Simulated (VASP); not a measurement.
Set up this calculation in VASP 6.6.1, as the native input.

| Property | Result |
| --- | --- |
| Task | single point |
| Functional | PBEsol |
| Potentials or basis | VASP PAW PBE potentials, release 64 (Be) |
| Cutoff | 520 eV |
| k mesh | 20 × 20 × 10 |
| Occupations | fermi-dirac, width 0.1 eV |
| Spin | no spin polarisation |
| Dipole correction | no |
| Further INCAR settings | ALGO = Normal; EDIFF = 1e-06; NBANDS = 9 |

The structure of Be lies in POSCAR:

```
Be
1.0
   -1.5196728579      1.2458569271      1.1117990192
    1.2458569271     -1.5196728579      1.1117990192
    2.7479368930      2.7479368930     -1.6132933980
Be
2
Direct
    0.9583892371      0.0416107629      1.0000000000
    0.7916107629      0.2083892371      0.5000000000
```

One way to write it, as run:

INCAR

```
SYSTEM = Be
PREC     = Accurate       ! precision mode
ENCUT    = 520            ! plane-wave cutoff, eV
EDIFF    = 1E-6           ! SCF threshold, eV
ISMEAR   = -1             ! smearing method
SIGMA    = 0.1            ! smearing width, eV
LREAL    = .False.        ! projectors in reciprocal space
LASPH    = .True.         ! aspherical terms in the spheres
NELM     = 100            ! most SCF steps
ALGO     = Normal         ! electronic algorithm
ISIF     = 2              ! what is computed and relaxed
LWAVE    = .False.        ! write WAVECAR
LCHARG   = .False.        ! write CHGCAR
GGA      = PS             ! functional
NBANDS   = 9              ! bands
```

KPOINTS

```
regular mesh
0
Gamma
  20 20 10
  0 0 0
```

Potentials or basis: VASP PAW PBE potentials, release 64 (Be).

The run is started by

```sh
$ cat potpaw_PBE.64/Be/POTCAR > POTCAR
$ mpirun -np 1 vasp_std > vasp.out
```

Results of the run:

```yaml
Pressure: 0.4 GPa
Band_gap_on_the_k_mesh: zero (band 2 reaches 8.07 eV, above the bottom of band 3 at 6.66 eV)
```

Caveat: the PAW data sets were made with another functional, which shifts forces and pressure a little.

It took 120 s on 1 thread of Intel(R) Xeon(R) Platinum 8259CL CPU @ 2.50GHz (Skylake/Cascade Lake), with other jobs on the host, peak memory 0.23 GiB.
